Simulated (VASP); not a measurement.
# SnSe (Amm2) in VASP: single point with LDA

Aim: the single point of SnSe with LDA.

Everything below comes from runs of VASP 6.6.1. Logs are shortened: lines on timing, memory, paths and dates and some standing lists are left out, and cuts for length are marked.

### Step 1. The cell of the first run

Symmetry: Amm2, No. 38, orthorhombic system. The conventional cell has a = 5.893 Å, b = 8.334 Å, c = 8.334 Å, α = 90.00°, β = 90.00°, γ = 90.00°. Within 3.5 Å of Sn (site symmetry m) lie 6 Se at 2.65 to 3.28 Å. Sn (site symmetry mm2) has 6 Se at 2.95 to 2.98 Å within 3.9 Å. Within 3.9 Å of Sn (site symmetry mm2) lie 6 Se at 2.95 Å. Within 3.5 Å of Se (site symmetry mm2) lie 6 Sn at 2.65 to 3.28 Å. Se (site symmetry mm2) has 6 Sn at 2.95 Å and 1 Se at 3.72 Å within 3.9 Å. Within 4.0 Å of Se (site symmetry m) lie 6 Sn at 2.95 Å and 2 Se at 3.96 Å.

### Step 2. Single point, LDA (atom 5 (Se) moved -0.450 Å along Cartesian [1 1 0])

File INCAR:

```
ALGO = Normal ; EDIFF = 1E-6
ENCUT = 500 ; GGA_COMPAT = F
ISIF = 2 ; ISMEAR = 0
LASPH = T ; LCHARG = F
LREAL = F ; LWAVE = F
NBANDS = 50 ; NELM = 120
PREC = Accurate ; SIGMA = 0.05
```

File KPOINTS:

```
k-points
0
Gamma
  6 6 6
```

File POSCAR:

```
SnSe
1.0
    5.8932955401      0.0000000000      0.0000000000
    0.0000000000     -5.8932955401      0.0000000000
    0.0000000000      0.0000000000     -5.8932955401
Sn Se
4 4
Direct
    0.0000000000      0.0000000000      0.0000000000
    0.5000000000      0.5000000000      0.0000000000
    0.5000000000      0.0000000000      0.5000000000
    0.0000000000      0.5000000000      0.5000000000
    0.4460067717      0.0539932283      0.0000000000
    0.0000000000      0.5000000000      0.0000000000
    0.0000000000      0.0000000000      0.5000000000
    0.5000000000      0.5000000000      0.5000000000
```

Potentials or basis: VASP PAW LDA potentials, release 64 (Sn_d, Se).

Command:

```console
$ cat potpaw_LDA.64/Sn_d/POTCAR potpaw_LDA.64/Se/POTCAR > POTCAR
$ mpirun -np 1 vasp_std > vasp.out
```

OUTCAR:

```text
EDIFF = 1E-6
   ENCUT = 500
   ISIF = 2
   ISMEAR = 0
   LASPH = T
   LREAL = F
   NELM = 120
   PREC = Accurate

 ion  position               nearest neighbor table
   1  0.000  0.000  0.000-   5 2.65   6 2.95   7 2.95   7 2.95   6 2.95
   2  0.500  0.500  0.000-   5 2.65   6 2.95   8 2.95   8 2.95   6 2.95
   3  0.500  0.000  0.500-   7 2.95   8 2.95   8 2.95   7 2.95   5 2.98   5 2.98
   4  0.000  0.500  0.500-   6 2.95   7 2.95   8 2.95   6 2.95   7 2.95   8 2.95
   5  0.446  0.054  0.000-   1 2.65   2 2.65   3 2.98   3 2.98
   6  0.000  0.500  0.000-   1 2.95   2 2.95   4 2.95   4 2.95   1 2.95   2 2.95
   7  0.000  0.000  0.500-   1 2.95   3 2.95   4 2.95   1 2.95   4 2.95   3 2.95
   8  0.500  0.500  0.500-   2 2.95   3 2.95   4 2.95   2 2.95   3 2.95   4 2.95

  LATTYP: Found a simple cubic cell.
 ALAT       =     5.8932955401

  Lattice vectors:

 A1 = (   5.8932955401,   0.0000000000,   0.0000000000)
 A2 = (   0.0000000000,  -5.8932955401,   0.0000000000)
 A3 = (   0.0000000000,   0.0000000000,  -5.8932955401)

Analysis of symmetry for initial positions (statically):
=====================================================================
 Subroutine PRICEL returns:
 Original cell was already a primitive cell.

 Routine SETGRP: Setting up the symmetry group for a
 simple cubic supercell.

 Subroutine GETGRP returns: Found  4 space group operations
 (whereof  2 operations were pure point group operations)
 out of a pool of 48 trial point group operations.

The static configuration has the point symmetry C_1h.
 The point group associated with its full space group is C_2v.

Analysis of symmetry for dynamics (positions and initial velocities):
=====================================================================
 Subroutine PRICEL returns:
 Original cell was already a primitive cell.

 Routine SETGRP: Setting up the symmetry group for a
 simple cubic supercell.

 Subroutine GETGRP returns: Found  4 space group operations
 (whereof  2 operations were pure point group operations)
 out of a pool of 48 trial point group operations.

The dynamic configuration has the point symmetry C_1h.
 The point group associated with its full space group is C_2v.

 Subroutine INISYM returns: Found  4 space group operations
 (whereof  2 operations are pure point group operations),
 and found     1 'primitive' translations

----------------------------------------------------------------------------------------

                                     Primitive cell

  volume of cell :     204.6796

  direct lattice vectors                    reciprocal lattice vectors
     5.893295540  0.000000000  0.000000000     0.169684346  0.000000000  0.000000000
     0.000000000 -5.893295540  0.000000000     0.000000000 -0.169684346  0.000000000
     0.000000000  0.000000000 -5.893295540     0.000000000  0.000000000 -0.169684346

  length of vectors
     5.893295540  5.893295540  5.893295540     0.169684346  0.169684346  0.169684346

  position of ions in fractional coordinates (direct lattice)
     0.000000000  0.000000000  0.000000000
     0.500000000  0.500000000  0.000000000
     0.500000000  0.000000000  0.500000000
     0.000000000  0.500000000  0.500000000
     0.446006772  0.053993228  0.000000000
     0.000000000  0.500000000  0.000000000
     0.000000000  0.000000000  0.500000000
     0.500000000  0.500000000  0.500000000

  ion indices of the primitive-cell ions
   primitive index   ion index
                 1           1
                 2           2
                 3           3
                 4           4
                 5           5
                 6           6
                 7           7
                 8           8

----------------------------------------------------------------------------------------

 KPOINTS: k-points

Automatic generation of k-mesh.
 Grid dimensions read from file:
 generate k-points for:    6    6    6

 Generating k-lattice:

  Cartesian coordinates                     Fractional coordinates (reciprocal lattice)
     0.028280724  0.000000000  0.000000000     0.166666667  0.000000000  0.000000000
     0.000000000 -0.028280724  0.000000000     0.000000000  0.166666667  0.000000000
     0.000000000  0.000000000 -0.028280724     0.000000000  0.000000000  0.166666667

  Length of vectors
     0.028280724  0.028280724  0.028280724

  Shift w.r.t. Gamma in fractional coordinates (k-lattice)
     0.000000000  0.000000000  0.000000000

 Subroutine IBZKPT returns following result:
 ===========================================

 Found     52 irreducible k-points:

 Following reciprocal coordinates:
            Coordinates               Weight
  0.000000  0.000000  0.000000      1.000000
  0.166667  0.000000  0.000000      4.000000
  0.000000  0.000000  0.166667      2.000000
  0.333333  0.000000  0.000000      4.000000
  0.000000  0.000000  0.333333      2.000000
  0.500000  0.000000  0.000000      2.000000
[... 16 lines left out ...]
  0.333333  0.000000  0.500000      4.000000
  0.500000  0.500000  0.000000      1.000000
 [... further k-points ...]
   k-points           NKPTS =     52   k-points in BZ     NKDIM =     52   number of bands    NBANDS=     50
   number of dos      NEDOS =    301   number of ions     NIONS =      8
   total plane-waves  NPLWV = 110592
   dimension x,y,z NGX =    48 NGY =   48 NGZ =   48
   dimension x,y,z NGXF=    96 NGYF=   96 NGZF=   96
   ions per type =               4   4
   NGX,Y,Z   is equivalent  to a cutoff of  13.54, 13.54, 13.54 a.u.
   NGXF,Y,Z  is equivalent  to a cutoff of  27.08, 27.08, 27.08 a.u.
 SYSTEM =  unknown system
   PREC   = accura    normal or accurate (medium, high low for compatibility)
   ISTART =      0    job   : 0-new  1-cont  2-samecut
   ICHARG =      2    charge: 1-file 2-atom 10-const
   ISPIN  =      1    spin polarized calculation?
   LNONCOLLINEAR =      F non collinear calculations
   LSORBIT =      F    spin-orbit coupling
   LASPH  =      T    aspherical Exc in radial PAW
   ENCUT  =  500.0 eV  36.75 Ry    6.06 a.u.  10.74 10.74 10.74*2*pi/ulx,y,z
   NELM   =    120;   NELMIN=  2; NELMDL= -5     # of ELM steps
   EDIFF  = 0.1E-05   stopping-criterion for ELM
   LREAL  =      F    real-space projection
   EDIFFG = 0.1E-04   stopping-criterion for IOM
   NSW    =      0    number of steps for IOM
   IBRION =     -1    ionic relax: 0-MD 1-quasi-New 2-CG
   NFREE  =      0    steps in history (QN), initial steepest desc. (CG)
   ISIF   =      2    stress and relaxation
   ISYM   =      2    0-nonsym 1-usesym 2-fastsym
   POTIM  = 0.5000    time-step for ionic-motion
   TEBEG  =    0.0;   TEEND  =   0.0 temperature during run
   PSTRESS=    0.0 pullay stress
   NELECT =      80.0000    total number of electrons
   NUPDOWN=      -1.0000    fix difference up-down
   EMIN   =  10.00;   EMAX   =-10.00  energy-range for DOS
   EFERMI =   0.00;   METHOD = LEGACY
   ISMEAR =     0;   SIGMA  =   0.05  broadening in eV -4-tet -1-fermi 0-gaus
   EFERMI_NEDOS =   21; number of points for ismear=-14 and -15
   IALGO  =     38    algorithm
   IMIX   =      4    mixing-type and parameters
     AMIX     =   0.40;   BMIX     =  1.00
     AMIX_MAG =   1.60;   BMIX_MAG =  1.00
  volume/ion in A,a.u.               =      25.58       172.66
  Fermi-wavevector in a.u.,A,eV,Ry     =   1.196961  2.261928 19.493274  1.432715
  Thomas-Fermi vector in A             =   2.332888
   LORBIT       =      0    0 simple, 1 ext, 2 COOP (PROOUT), +10 PAW based schemes
   GGA     = CA    functional components
   LHFCALC =     F    Hartree Fock is set to
   AEXX    =    0.0000 exact exchange contribution
   IVDW    =     0    specifies the selected vdW correction
   LEPSILON=     F    determine dielectric tensor
   LRPA    =     F    only Hartree local field effects (RPA)
 non-spin polarized calculation
 Gauss-broadening in eV      SIGMA  =   0.05
  energy-cutoff  :      500.00
  volume of cell :      204.68
 maximum number of plane-waves:      5232
 NGX is ok and might be reduce to    48
   NGX = 21   NGY = 21   NGZ = 21

 number of electron      79.9999966 magnetization

 Free energy of the ion-electron system (eV)
  ---------------------------------------------------
  ext. energy  EPLUGINS =         0.00000000
  ---------------------------------------------------
  free energy    TOTEN  =       -37.78243618 eV

  energy without entropy =      -37.78224340  energy(sigma->0) =      -37.78233979

 E-fermi :   6.3050     XC(G=0): -10.1557

 val. band max:        6.2464247316   @ k =   0.5000   0.5000   0.3333
 cond. band min:       6.3634668687   @ k =   0.5000   0.5000   0.3333
 fundamental gap:      0.1170421371
 Fermi energy:         6.3049785090

 k-point     1 :       0.0000    0.0000    0.0000
  band No.  band energies     occupation
      1     -15.4337      2.00000
      2     -15.4239      2.00000
      3     -15.4056      2.00000
      4     -15.4056      2.00000
      5     -15.3950      2.00000
      6     -15.3399      2.00000
[... 42 lines left out ...]
     49      11.6241      0.00000
     50      11.7958      0.00000

 k-point     2 :       0.1667    0.0000    0.0000
  band No.  band energies     occupation
      1     -15.4327      2.00000
      2     -15.4222      2.00000
      3     -15.4056      2.00000
      4     -15.4053      2.00000
      5     -15.3945      2.00000
      6     -15.3373      2.00000
[... 42 lines left out ...]
     49      11.1404      0.00000
     50      11.6813      0.00000

 k-point     3 :       0.0000    0.0000    0.1667
  band No.  band energies     occupation
      1     -15.4318      2.00000
      2     -15.4233      2.00000
      3     -15.4054      2.00000
      4     -15.4053      2.00000
      5     -15.3949      2.00000
      6     -15.3368      2.00000
[... 42 lines left out ...]
     49      11.1225      0.00000
     50      11.7061      0.00000

 k-point     4 :       0.3333    0.0000    0.0000
  band No.  band energies     occupation
      1     -15.4310      2.00000
      2     -15.4184      2.00000
      3     -15.4055      2.00000
      4     -15.4047      2.00000
      5     -15.3936      2.00000
      6     -15.3326      2.00000
[... 999 lines left out ...]
 k-point    23 :       0.3333    0.0000    0.5000
  band No.  band energies     occupation
      1     -15.4249      2.00000
      2     -15.4172      2.00000
      3     -15.4053      2.00000
      4     -15.4045      2.00000
      5     -15.3936      2.00000
      6     -15.3225      2.00000
[... 42 lines left out ...]
     49      10.1613      0.00000
     50      10.1829      0.00000

 k-point    24 :       0.5000    0.5000    0.0000
  band No.  band energies     occupation
      1     -15.4277      2.00000
      2     -15.4129      2.00000
      3     -15.4044      2.00000
      4     -15.4043      2.00000
      5     -15.3944      2.00000
      6     -15.3189      2.00000
[... 42 lines left out ...]
     49       9.5608      0.00000
     50      10.5028      0.00000

 [... further k-points ...]

------------------------ aborting loop because EDIFF is reached ----------------------------------------

  FORCE on cell =-STRESS in cart. coord.  units (eV):
  Direction    XX          YY          ZZ          XY          YZ          ZX
  --------------------------------------------------------------------------------------
  -------------------------------------------------------------------------------------
  Total        2.0620557      2.0620557      0.2594870      0.4405789      0.0000000      0.0000000
  in kB       16.1412181     16.1412181      2.0311948      3.4487333      0.0000000      0.0000000
  external PRESSURE =      11.4378770 kB  Pullay stress =       0.0000000 kB

 VOLUME and BASIS-vectors are now :
 -----------------------------------------------------------------------------
  energy-cutoff  :      500.00
  volume of cell :      204.68
      direct lattice vectors                 reciprocal lattice vectors
     5.893295540  0.000000000  0.000000000     0.169684346  0.000000000  0.000000000
     0.000000000 -5.893295540  0.000000000     0.000000000 -0.169684346  0.000000000
     0.000000000  0.000000000 -5.893295540     0.000000000  0.000000000 -0.169684346

 POSITION                                       TOTAL-FORCE (eV/Angst)
 -----------------------------------------------------------------------------------
      0.00000      0.00000      0.00000        -0.589231      0.030645      0.000000
      2.94665     -2.94665      0.00000         0.030645     -0.589231      0.000000
      2.94665      0.00000     -2.94665        -0.041997     -0.041997      0.000000
      0.00000     -2.94665     -2.94665         0.026064      0.026064      0.000000
      2.62845     -0.31820      0.00000         0.883405      0.883405      0.000000
      0.00000     -2.94665      0.00000        -0.178451     -0.178451      0.000000
      0.00000      0.00000     -2.94665        -0.098233     -0.032202      0.000000
      2.94665     -2.94665     -2.94665        -0.032202     -0.098233      0.000000
 -----------------------------------------------------------------------------------
    total drift:                               -0.000502     -0.000502      0.000000

  FREE ENERGIE OF THE ION-ELECTRON SYSTEM (eV)
  ---------------------------------------------------
  free  energy   TOTEN  =       -37.7824361784 eV

  energy  without entropy=      -37.7822434004  energy(sigma->0) =      -37.78233979
```

Run time: 13 min. Hardware: 1 thread of Intel Xeon 8259CL, shared host; peak memory 0.5 GiB.

What came out:

| Quantity | Value |
| --- | --- |
| Free energy | -37.7824 eV |
| Pressure | 1.1 GPa |
| Largest force | 1.249 eV/Å |
| Band gap on the k mesh | 0.12 eV |

Forces in eV/Å, atoms in the order of the input:
```
Sn  -0.589  0.031  0.000
Sn   0.031 -0.589  0.000
Sn  -0.042 -0.042  0.000
Sn   0.026  0.026  0.000
Se   0.883  0.883  0.000
Se  -0.178 -0.178  0.000
Se  -0.098 -0.032  0.000
Se  -0.032 -0.098  0.000
```

Caveat: the cell differs from its parent crystal (atom 5 (Se) moved -0.450 Å along Cartesian [1 1 0]); spin-orbit coupling is left out, which moves the levels of the heavy elements; forces of over 1 eV/Å act on the atoms, so gaps and moduli don't describe the material at rest. A k mesh can miss the band edges.
